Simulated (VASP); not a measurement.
A run of VASP 6.6.1:

POSCAR

```
GaN
1.0
    3.3389996435      0.0000000000      0.0000000000
   -1.6694998218      2.8916585145      0.0000000000
    0.0000000000      0.0000000000      5.4243000000
Ga N
2 2
Direct
    0.3333333333      0.6666666667      0.0000000000
    0.6666666667      0.3333333333      0.5000000000
    0.3333333333      0.6666666667      0.3750000000
    0.6666666667      0.3333333333      0.8750000000
```

File INCAR.step1:

```
PREC = Accurate
ENCUT = 520
ISMEAR = 0
SIGMA = 0.05
LREAL = False
LASPH = True
NELM = 80
NBANDS = 26
GGA = PE
ALGO = Normal
EDIFF = 1E-4
LWAVE = True
LCHARG = False
```

File INCAR.step2:

```
PREC = Accurate
ENCUT = 520
EDIFF = 1E-6
ISMEAR = 0
SIGMA = 0.05
LREAL = False
LASPH = True
NELM = 80
ALGO = Normal
ISIF = 2
LWAVE = False
LCHARG = True
METAGGA = R2SCAN
LMIXTAU = True
LELF = True
LVHAR = True
NBANDS = 26
ISTART = 1
```

The input KPOINTS:

```
regular mesh
0
Gamma
  12 12 6
```

Potentials or basis: VASP PAW PBE potentials, release 64 (Ga_d, N).

Run with:

```sh
$ cat potpaw_PBE.64/Ga_d/POTCAR potpaw_PBE.64/N/POTCAR > POTCAR
$ cp INCAR.step1 INCAR
$ mpirun -np 1 vasp_std > vasp.out
$ cp INCAR.step2 INCAR
$ mpirun -np 1 vasp_std > vasp.out
```

Hardware: 1 thread of Intel(R) Xeon(R) Platinum 8559C (Emerald Rapids), with other jobs on the host.

Question: How long does it take, and how much memory?

Answer: Run time: 4.5 min on 1 thread of Intel(R) Xeon(R) Platinum 8559C (Emerald Rapids), on a shared host, peak memory 0.23 GiB. Counts: k points 76.
